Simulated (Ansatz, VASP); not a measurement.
**Hf in VASP and in Ansatz**

```
Hf
1.0
    -1.77274    1.77274    1.77274
     1.77274   -1.77274    1.77274
     1.77274    1.77274   -1.77274
Hf
1
Direct
  0.00000 0.00000 0.00000
```

Alike in both runs: functional PBE; k mesh 8 × 8 × 8; occupations gaussian, width 0.1 eV; no spin polarisation.

Ansatz relaxed the structure, and its values are those at the end. VASP's run is a single point on that final structure, the one shown.

|  | VASP | Ansatz |
| --- | --- | --- |
| version | VASP 6.6.1 | Ansatz 0.2.0 |
| potentials or method | VASP PAW PBE potentials, release 64 (Hf_pv), cutoff 500 eV | scalar-relativistic, plane waves, PAW |
| valence electrons in the cell | 10 | 26 |

Ansatz gave:

- gap on the k mesh at the Fermi level (eV): none
- pressure (GPa): -0.1

Estimate VASP's values.

gap on the k mesh at the Fermi level (eV): none; pressure (GPa): -0.4.

A gap of «none» marks a metal or a gap that the smearing closes. The functional is the same, so the differences come from potentials, cutoffs and numerics. VASP's potentials hold 10 valence electrons a cell and Ansatz's 26, so a difference there can come from the potentials and not from the codes.

Spin-orbit coupling is off throughout.
